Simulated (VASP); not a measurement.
# SiC (Cm) in VASP: further runs

Runs on SiC. Level: r2SCAN. Tasks: single point.

All numbers are computed with VASP 6.6.1; they aren't measurements. Logs are shortened: lines on timing, memory, paths and dates and some standing lists are left out, and cuts for length are marked.

## 1. The cell of the first run

It takes space group Cm (No. 8, monoclinic). The conventional cell has a = 5.326 Å, b = 3.075 Å, c = 5.048 Å, α = 90.00°, β = 90.00°, γ = 90.00°. Si (site symmetry m) has 4 C at 1.84 to 1.88 Å within 2.4 Å. Within 2.4 Å of Si (site symmetry m) lie 4 C at 1.83 to 2.08 Å. C (site symmetry m) has 4 Si at 1.83 to 2.08 Å within 2.4 Å. C (site symmetry m) has 4 Si at 1.88 to 1.90 Å within 2.5 Å.

## 2. Single point, r2SCAN (atom 3 (C) moved -0.200 Å towards its neighbour atom 2 (Si) at 1.883 Å)

The input, POSCAR:

```
SiC
1.0
    3.0751950059      0.0000000000      0.0000000000
   -1.5375975029      2.6631969967      0.0000000000
    0.0000000000      0.0000000000      5.0481668544
Si C
2 2
Direct
    0.3333333333      0.6666666667      0.0046028828
    0.6666666667      0.3333333333      0.5046028828
    0.4041450312      0.7020725156      0.3672042855
    0.6666666667      0.3333333333      0.8803971172
```

The input, INCAR.step1:

```
ALGO = Normal ; EDIFF = 1E-4
ENCUT = 520 ; GGA = PE
ISMEAR = 0 ; LASPH = T
LCHARG = F ; LREAL = F
LWAVE = T ; NBANDS = 16
NELM = 60 ; PREC = Accurate
SIGMA = 0.05
```

The input, INCAR.step2:

```
ALGO = Normal ; EDIFF = 1E-6
ENCUT = 520 ; ISIF = 2
ISMEAR = 0 ; ISTART = 1
LASPH = T ; LCHARG = F
LMIXTAU = T ; LREAL = F
LWAVE = F ; METAGGA = R2SCAN
NBANDS = 16 ; NELM = 60
PREC = Accurate ; SIGMA = 0.05
```

The input, KPOINTS:

```
k-points
0
Gamma
  12 12 6
```

Potentials or basis: VASP PAW PBE potentials, release 64 (Si, C).

On the command line:

```sh
$ cat potpaw_PBE.64/Si/POTCAR potpaw_PBE.64/C/POTCAR > POTCAR
$ cp INCAR.step1 INCAR
$ mpirun -np 1 vasp_std > vasp.out
$ cp INCAR.step2 INCAR
$ mpirun -np 1 vasp_std > vasp.out
```

OUTCAR:

```text
EDIFF = 1E-6
   ENCUT = 520
   ISIF = 2
   ISMEAR = 0
   ISTART = 1
   LASPH = T
   LREAL = F
   METAGGA = R2SCAN
   NELM = 60
   PREC = Accurate

 ion  position               nearest neighbor table
   1  0.333  0.667  0.005-   3 1.84   4 1.88   4 1.88   4 1.88   2 3.09   2 3.09   2 3.09   2 3.09
                             2 3.09   2 3.09
   2  0.667  0.333  0.505-   3 1.83   3 1.83   4 1.90   3 2.08   1 3.09   1 3.09   1 3.09   1 3.09
                             1 3.09   1 3.09
   3  0.404  0.702  0.367-   2 1.83   2 1.83   1 1.84   2 2.08
   4  0.667  0.333  0.880-   1 1.88   1 1.88   1 1.88   2 1.90

  LATTYP: Found a hexagonal cell.
 ALAT       =     3.0751950059
 C/A-ratio  =     1.6415761748

  Lattice vectors:

 A1 = (   3.0751950059,   0.0000000000,   0.0000000000)
 A2 = (  -1.5375975029,   2.6631969967,   0.0000000000)
 A3 = (   0.0000000000,   0.0000000000,   5.0481668544)

Analysis of symmetry for initial positions (statically):
=====================================================================
 Subroutine PRICEL returns:
 Original cell was already a primitive cell.

 Routine SETGRP: Setting up the symmetry group for a
 hexagonal supercell.

 Subroutine GETGRP returns: Found  2 space group operations
 (whereof  2 operations were pure point group operations)
 out of a pool of 24 trial point group operations.

The static configuration has the point symmetry C_1h.

Analysis of symmetry for dynamics (positions and initial velocities):
=====================================================================
 Subroutine PRICEL returns:
 Original cell was already a primitive cell.

 Routine SETGRP: Setting up the symmetry group for a
 hexagonal supercell.

 Subroutine GETGRP returns: Found  2 space group operations
 (whereof  2 operations were pure point group operations)
 out of a pool of 24 trial point group operations.

The dynamic configuration has the point symmetry C_1h.

 Subroutine INISYM returns: Found  2 space group operations
 (whereof  2 operations are pure point group operations),
 and found     1 'primitive' translations

----------------------------------------------------------------------------------------

                                     Primitive cell

  volume of cell :      41.3437

  direct lattice vectors                    reciprocal lattice vectors
     3.075195006  0.000000000  0.000000000     0.325182630  0.187744279  0.000000000
    -1.537597503  2.663196997  0.000000000     0.000000000  0.375488558  0.000000000
     0.000000000  0.000000000  5.048166854     0.000000000  0.000000000  0.198091709

  length of vectors
     3.075195006  3.075195006  5.048166854     0.375488558  0.375488558  0.198091709

  position of ions in fractional coordinates (direct lattice)
     0.333333333  0.666666667  0.004602883
     0.666666667  0.333333333  0.504602883
     0.404145031  0.702072516  0.367204286
     0.666666667  0.333333333  0.880397117

  ion indices of the primitive-cell ions
   primitive index   ion index
                 1           1
                 2           2
                 3           3
                 4           4

----------------------------------------------------------------------------------------

 KPOINTS: k-points

Automatic generation of k-mesh.
 Grid dimensions read from file:
 generate k-points for:   12   12    6

 Generating k-lattice:

  Cartesian coordinates                     Fractional coordinates (reciprocal lattice)
     0.027098553  0.015645357  0.000000000     0.083333333  0.000000000  0.000000000
     0.000000000  0.031290713  0.000000000     0.000000000  0.083333333  0.000000000
     0.000000000  0.000000000  0.033015285     0.000000000  0.000000000  0.166666667

  Length of vectors
     0.031290713  0.031290713  0.033015285

  Shift w.r.t. Gamma in fractional coordinates (k-lattice)
     0.000000000  0.000000000  0.000000000

 Subroutine IBZKPT returns following result:
 ===========================================

 Found    242 irreducible k-points:

 Following reciprocal coordinates:
            Coordinates               Weight
  0.000000  0.000000  0.000000      1.000000
  0.083333  0.000000  0.000000      2.000000
  0.000000  0.083333  0.000000      4.000000
  0.166667  0.000000  0.000000      2.000000
  0.000000  0.166667  0.000000      4.000000
  0.250000  0.000000  0.000000      2.000000
[... 16 lines left out ...]
 -0.083333  0.416667  0.000000      4.000000
 -0.416667  0.333333  0.000000      4.000000
 [... further k-points ...]
   k-points           NKPTS =    242   k-points in BZ     NKDIM =    242   number of bands    NBANDS=     16
   number of dos      NEDOS =    301   number of ions     NIONS =      4
   total plane-waves  NPLWV =  23040
   dimension x,y,z NGX =    24 NGY =   24 NGZ =   40
   dimension x,y,z NGXF=    48 NGYF=   48 NGZF=   80
   ions per type =               2   2
   NGX,Y,Z   is equivalent  to a cutoff of  12.97, 12.97, 13.17 a.u.
   NGXF,Y,Z  is equivalent  to a cutoff of  25.95, 25.95, 26.35 a.u.
 SYSTEM =  unknown system
   PREC   = accura    normal or accurate (medium, high low for compatibility)
   ISTART =      1    job   : 0-new  1-cont  2-samecut
   ICHARG =      0    charge: 1-file 2-atom 10-const
   ISPIN  =      1    spin polarized calculation?
   LNONCOLLINEAR =      F non collinear calculations
   LSORBIT =      F    spin-orbit coupling
   LASPH  =      T    aspherical Exc in radial PAW
   ENCUT  =  520.0 eV  38.22 Ry    6.18 a.u.   5.72  5.72  9.39*2*pi/ulx,y,z
   NELM   =     60;   NELMIN=  2; NELMDL=  0     # of ELM steps
   EDIFF  = 0.1E-05   stopping-criterion for ELM
   LREAL  =      F    real-space projection
   EDIFFG = 0.1E-04   stopping-criterion for IOM
   NSW    =      0    number of steps for IOM
   IBRION =     -1    ionic relax: 0-MD 1-quasi-New 2-CG
   NFREE  =      0    steps in history (QN), initial steepest desc. (CG)
   ISIF   =      2    stress and relaxation
   ISYM   =      2    0-nonsym 1-usesym 2-fastsym
   POTIM  = 0.5000    time-step for ionic-motion
   TEBEG  =    0.0;   TEEND  =   0.0 temperature during run
   PSTRESS=    0.0 pullay stress
   NELECT =      16.0000    total number of electrons
   NUPDOWN=      -1.0000    fix difference up-down
   EMIN   =  10.00;   EMAX   =-10.00  energy-range for DOS
   EFERMI =   0.00;   METHOD = LEGACY
   ISMEAR =     0;   SIGMA  =   0.05  broadening in eV -4-tet -1-fermi 0-gaus
   EFERMI_NEDOS =   21; number of points for ismear=-14 and -15
   IALGO  =     38    algorithm
   IMIX   =      4    mixing-type and parameters
     AMIX     =   0.40;   BMIX     =  1.00
     AMIX_MAG =   1.60;   BMIX_MAG =  1.00
  volume/ion in A,a.u.               =      10.34        69.75
  Fermi-wavevector in a.u.,A,eV,Ry     =   1.193012  2.254466 19.364879  1.423278
  Thomas-Fermi vector in A             =   2.329037
   LORBIT       =      0    0 simple, 1 ext, 2 COOP (PROOUT), +10 PAW based schemes
   METAGGA = R2SCAN    functional components
   LHFCALC =     F    Hartree Fock is set to
   AEXX    =    0.0000 exact exchange contribution
   IVDW    =     0    specifies the selected vdW correction
   LEPSILON=     F    determine dielectric tensor
   LRPA    =     F    only Hartree local field effects (RPA)
 non-spin polarized calculation
 Gauss-broadening in eV      SIGMA  =   0.05
  energy-cutoff  :      520.00
  volume of cell :       41.34
 maximum number of plane-waves:      1126
   NGX = 11   NGY = 11   NGZ = 19

 number of electron      16.0000000 magnetization

 Free energy of the ion-electron system (eV)
  ---------------------------------------------------
  ext. energy  EPLUGINS =         0.00000000
  ---------------------------------------------------
  free energy    TOTEN  =       -38.32506708 eV

  energy without entropy =      -38.32506708  energy(sigma->0) =      -38.32506708

 E-fermi :   8.8807     XC(G=0): -11.9322

 val. band max:        8.6426636134   @ k =   0.0000   0.0000   0.0000
 cond. band min:      10.6061745709   @ k =   0.3333   0.3333   0.0000
 fundamental gap:      1.9635109575
 Fermi energy:         8.8806620283

 k-point     1 :       0.0000    0.0000    0.0000
  band No.  band energies     occupation
      1      -8.2197      2.00000
      2      -4.5497      2.00000
      3      -0.9637      2.00000
      4       6.3583      2.00000
      5       7.1154      2.00000
      6       7.7392      2.00000
[... 8 lines left out ...]
     15      18.4283      0.00000
     16      19.6196      0.00000

 k-point     2 :       0.0833    0.0000    0.0000
  band No.  band energies     occupation
      1      -8.0964      2.00000
      2      -4.4451      2.00000
      3      -0.8508      2.00000
      4       6.1820      2.00000
      5       6.3613      2.00000
      6       7.5973      2.00000
[... 8 lines left out ...]
     15      18.5443      0.00000
     16      18.8243      0.00000

 k-point     3 :       0.0000    0.0833    0.0000
  band No.  band energies     occupation
      1      -8.0945      2.00000
      2      -4.4456      2.00000
      3      -0.8484      2.00000
      4       5.7888      2.00000
      5       6.7908      2.00000
      6       7.5700      2.00000
[... 8 lines left out ...]
     15      18.2609      0.00000
     16      19.1618      0.00000

 k-point     4 :       0.1667    0.0000    0.0000
  band No.  band energies     occupation
      1      -7.7308      2.00000
      2      -4.1410      2.00000
      3      -0.5222      2.00000
      4       4.7491      2.00000
      5       5.7586      2.00000
      6       6.7692      2.00000
[... 8 lines left out ...]
     15      18.1947      0.00000
     16      18.7020      0.00000
[... 324 lines left out ...]
 k-point    22 :       0.3333    0.0833    0.0000
  band No.  band energies     occupation
      1      -5.8461      2.00000
      2      -2.9372      2.00000
      3       0.3028      2.00000
      4       1.6921      2.00000
      5       3.2518      2.00000
      6       4.2993      2.00000
[... 8 lines left out ...]
     15      20.2640      0.00000
     16      20.9221      0.00000

 k-point    23 :      -0.0833    0.4167    0.0000
  band No.  band energies     occupation
      1      -5.7414      2.00000
      2      -3.0957      2.00000
      3       0.3309      2.00000
      4       1.8133      2.00000
      5       2.7854      2.00000
      6       4.5271      2.00000
[... 8 lines left out ...]
     15      19.9123      0.00000
     16      21.4034      0.00000

 k-point    24 :      -0.4167    0.3333    0.0000
  band No.  band energies     occupation
      1      -5.7639      2.00000
      2      -3.0652      2.00000
      3       0.3511      2.00000
      4       1.7760      2.00000
      5       2.8138      2.00000
      6       4.5820      2.00000
[... 8 lines left out ...]
     15      19.5580      0.00000
     16      21.0469      0.00000

 [... further k-points ...]
[... 5 lines left out ...]
  --------------------------------------------------------------------------------------
  -------------------------------------------------------------------------------------
  Total       -0.3075137      0.8646521      0.8031893     -1.0151253      0.3165137      0.5482175
  in kB      -11.9169564     33.5075237     31.1256784    -39.3387537     12.2657317     21.2448574
  external PRESSURE =      17.5720819 kB  Pullay stress =       0.0000000 kB

 VOLUME and BASIS-vectors are now :
 -----------------------------------------------------------------------------
  energy-cutoff  :      520.00
  volume of cell :       41.34
      direct lattice vectors                 reciprocal lattice vectors
     3.075195006  0.000000000  0.000000000     0.325182630  0.187744279  0.000000000
    -1.537597503  2.663196997  0.000000000     0.000000000  0.375488558  0.000000000
     0.000000000  0.000000000  5.048166854     0.000000000  0.000000000  0.198091709

 POSITION                                       TOTAL-FORCE (eV/Angst)
 -----------------------------------------------------------------------------------
     -0.00000      1.77546      0.02324         0.335401      0.193644     -0.589521
      1.53760      0.88773      2.54732         1.786673      1.031536     -0.162389
      0.16332      1.86976      1.85371        -2.113891     -1.220455      1.198973
      1.53760      0.88773      4.44439        -0.008184     -0.004725     -0.447062
 -----------------------------------------------------------------------------------
    total drift:                                0.000015      0.000009     -0.000043

  FREE ENERGIE OF THE ION-ELECTRON SYSTEM (eV)
  ---------------------------------------------------
  free  energy   TOTEN  =       -38.3250670828 eV

  energy  without entropy=      -38.3250670828  energy(sigma->0) =      -38.32506708
```

Wall time 2.6 min (1 thread of Intel Xeon 6975P-C (Granite Rapids), shared host); peak memory 0.26 GiB.

What came out:

```yaml
Free_energy: -38.3251 eV
Pressure: 1.8 GPa
Largest_force: 2.719 eV/Å
Band_gap_on_the_k_mesh: 1.96 eV, indirect (least direct gap 4.29 eV)
```

Forces in eV/Å, atoms in the order of the input:
```
Si   0.335  0.194 -0.590
Si   1.787  1.032 -0.162
C   -2.114 -1.220  1.199
C   -0.008 -0.005 -0.447
```

Caveat: the cell differs from its parent crystal (atom 3 (C) moved -0.200 Å towards its neighbour atom 2 (Si) at 1.883 Å); the PAW data sets were made with another functional, which shifts forces and pressure a little. A k mesh can miss the band edges.

## 3. Single point, r2SCAN (atom 3 (C) moved +0.600 Å towards its neighbour atom 2 (Si) at 1.883 Å)

Edit POSCAR of step 2 so:

```diff
@@ -10,3 +10,3 @@
     0.6666666667      0.3333333333      0.5046028828
-    0.4041450312      0.7020725156      0.3672042855
+    0.1208982399      0.5604491199      0.4199756123
     0.6666666667      0.3333333333      0.8803971172
```

The input, INCAR.step1:

```
SYSTEM = SiC
PREC = Accurate
ENCUT = 520
ISMEAR = 0
SIGMA = 0.05
LREAL = .FALSE.
LASPH = .TRUE.
NELM = 80
NBANDS = 16
GGA = PE
ALGO = Normal
EDIFF = 1E-4
LWAVE = .TRUE.
LCHARG = .FALSE.
```

The input, INCAR.step2:

```
SYSTEM = SiC
PREC = Accurate
ENCUT = 520
EDIFF = 1E-7
ISMEAR = 0
SIGMA = 0.05
LREAL = .FALSE.
LASPH = .TRUE.
NELM = 80
ALGO = Normal
ISIF = 2
LWAVE = .FALSE.
LCHARG = .FALSE.
METAGGA = R2SCAN
LMIXTAU = .TRUE.
NBANDS = 16
ISTART = 1
```

The input, KPOINTS:

```
Automatic mesh
0
G
  12 12 6
  0 0 0
```

Potentials or basis: VASP PAW PBE potentials, release 64 (Si, C).

On the command line:

```sh
$ cat potpaw_PBE.64/Si/POTCAR potpaw_PBE.64/C/POTCAR > POTCAR
$ cp INCAR.step1 INCAR
$ mpirun -np 1 vasp_std > vasp.out
$ cp INCAR.step2 INCAR
$ mpirun -np 1 vasp_std > vasp.out
```

It took 2.7 min on 1 thread of Intel Xeon 6975P-C (Granite Rapids), shared host; peak memory 0.26 GiB.

The run converged. Its results:

```yaml
Free_energy: -29.8278 eV
Pressure: 55.0 GPa
Largest_force: 44.509 eV/Å
Band_gap_on_the_k_mesh: 1.89 eV, indirect (least direct gap 3.68 eV)
```

Forces in eV/Å, atoms in the order of the input:
```
Si   -1.126  -0.650   0.715
Si  -34.205 -19.748  14.103
C    35.902  20.728 -16.200
C    -0.571  -0.329   1.383
```

Stress tensor (GPa, compression positive):
```
114.97  71.04 -49.84
 71.04  32.95 -28.77
-49.84 -28.77  17.20
```

Levels at points of the mesh, in eV from the valence-band top:
```csv
k point,band 4,band 5,band 6,band 7,band 8,band 9,band 10,band 11,band 12,band 13
"(0.00, 0.00, 0.00)",-3.03,-1.32,-0.93,-0.53,0.00,4.76,5.37,6.79,6.96,7.22
"(0.50, 0.00, 0.00)",-7.20,-5.14,-4.37,-3.74,-1.56,2.93,5.78,6.56,7.71,8.35
"(0.00, 0.50, 0.00)",-6.40,-6.11,-3.60,-2.64,-2.07,1.96,3.66,5.12,7.35,9.56
"(0.00, 0.00, 0.50)",-4.72,-2.23,-1.28,-1.17,-0.47,4.58,6.12,6.15,6.80,7.56
"(0.50, 0.00, 0.50)",-8.93,-3.14,-2.81,-2.50,-1.90,2.57,3.40,4.56,5.78,10.16
"(0.00, 0.50, 0.50)",-8.08,-3.74,-3.37,-2.66,-1.95,2.58,3.32,4.43,5.53,9.60
```

Caveat: the cell differs from its parent crystal (atom 3 (C) moved +0.600 Å towards its neighbour atom 2 (Si) at 1.883 Å); the PAW data sets were made with another functional, which shifts forces and pressure a little.
